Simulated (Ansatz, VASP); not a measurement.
**C in VASP and in Ansatz**

File INCAR:

```
SYSTEM = C
PREC = Accurate
ENCUT = 1300
EDIFF = 1E-6
ISMEAR = 0
SIGMA = 0.02
LREAL = .False.
LASPH = .True.
NELM = 120
ALGO = Normal
ISIF = 2
LWAVE = .False.
LCHARG = .True.
GGA = PS
LELF = .True.
LVHAR = .True.
NBANDS = 11
GGA_COMPAT = .False.
```

Contents of KPOINTS:

```
Automatic mesh
0
Gamma
  12 12 12
  0 0 0
```

Contents of POSCAR:

```
C
1.0
    0.0000000000      1.7616246860      1.7616246860
    1.7616246860      0.0000000000      1.7616246860
    1.7616246860      1.7616246860      0.0000000000
C
2
Direct
    0.5000000000      0.5000000000      0.5000000000
    0.7500000000      0.7500000000      0.7500000000
```

Input for Ansatz:

```yaml
crystal:
  lattice:
    - [0.0, 1.761624686, 1.761624686]
    - [1.761624686, 0.0, 1.761624686]
    - [1.761624686, 1.761624686, 0.0]
  atoms:
    - { symbol: C, position: [0.5, 0.5, 0.5] }
    - { symbol: C, position: [0.75, 0.75, 0.75] }
basis:
  ecutwfc: 420
kpoints:
  mp_grid: { grid: [12, 12, 12] }
hamiltonian:
  xc: pbesol
scf:
  occupations: { method: gaussian, width: 0.02 }
output:
  forces: true
  stress: true
  eigenvalues: true
```

Alike in both runs: task single point; functional PBEsol; k mesh 12 × 12 × 12; occupations gaussian, width 0.02 eV; no spin polarisation.

|  | VASP | Ansatz |
| --- | --- | --- |
| version | VASP 6.6.1 | Ansatz 0.2.0 |
| potentials or method | VASP PAW PBE potentials, release 64 (C_h), cutoff 1300 eV | scalar-relativistic, plane waves, PAW |
| valence electrons in the cell | 8 | 8 |

|  | VASP | Ansatz | Ansatz less VASP |
| --- | --- | --- | --- |
| gap on the k mesh at the Fermi level (eV) | 4.13 | 4.12 | -0.002 |
| least direct gap on the mesh (eV) | 5.65 | 5.64 | -0.003 |
| pressure (GPa) | 12.4 | 12.2 | -0.17 |

VASP's potentials were made for PBE, not for PBEsol. The functional is the same, so the differences come from potentials, cutoffs and numerics.
